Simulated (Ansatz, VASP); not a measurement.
**GaP in VASP and in Ansatz**

File INCAR:

```
PREC     = Accurate       # precision mode
ENCUT    = 520            # plane-wave cutoff, eV
EDIFF    = 1E-6           # SCF threshold, eV
ISMEAR   = 0              # smearing method
SIGMA    = 0.05           # smearing width, eV
LREAL    = False          # projectors in reciprocal space
LASPH    = True           # aspherical terms in the spheres
NELM     = 100            # most SCF steps
ALGO     = Normal         # electronic algorithm
ISIF     = 2              # what is computed and relaxed
LWAVE    = False          # write WAVECAR
LCHARG   = False          # write CHGCAR
NBANDS   = 16             # bands
```

Contents of KPOINTS:

```
Automatic mesh
0
Gamma
  10 10 10
```

Contents of POSCAR:

```
GaP
1.0
    0.0000000000      2.8020576903      2.5778930751
    2.8020576903      0.0000000000      2.5778930751
    2.8020576903      2.8020576903      0.0000000000
Ga P
1 1
Direct
    0.0000000000      0.0000000000      0.0000000000
    0.7500000000      0.7500000000      0.7500000000
```

Input for Ansatz:

```yaml
crystal:
  lattice:
    - [0.0, 2.8020576903, 2.5778930751]
    - [2.8020576903, 0.0, 2.5778930751]
    - [2.8020576903, 2.8020576903, 0.0]
  atoms:
    - { symbol: Ga, position: [0.0, 0.0, 0.0] }
    - { symbol: P, position: [0.75, 0.75, 0.75] }
basis:
  ecutwfc: 420
kpoints:
  mp_grid: { grid: [10, 10, 10] }
hamiltonian:
  xc: lda
scf:
  occupations: { method: gaussian, width: 0.05 }
output:
  forces: true
  stress: true
  eigenvalues: true
```

Alike in both runs: task single point; functional LDA; k mesh 10 × 10 × 10; occupations gaussian, width 0.05 eV; no spin polarisation.

|  | VASP | Ansatz |
| --- | --- | --- |
| version | VASP 6.6.1 | Ansatz 0.2.0 |
| potentials or method | VASP PAW LDA potentials, release 64 (Ga_d, P), cutoff 520 eV | scalar-relativistic, plane waves, PAW |
| valence electrons in the cell | 18 | 18 |

|  | VASP | Ansatz | Ansatz less VASP |
| --- | --- | --- | --- |
| gap on the k mesh at the Fermi level (eV) | 0.69 | 0.69 | -0.002 |
| least direct gap on the mesh (eV) | 1.32 | 1.29 | -0.029 |
| pressure (GPa) | -2.8 | -2.9 | -0.07 |
| traceless stress, the component that is largest in VASP (GPa) | 3.70 | 3.71 | +0.007 |

LDA's correlation is that of Perdew and Zunger in VASP and of Perdew and Wang (1992) in Ansatz.
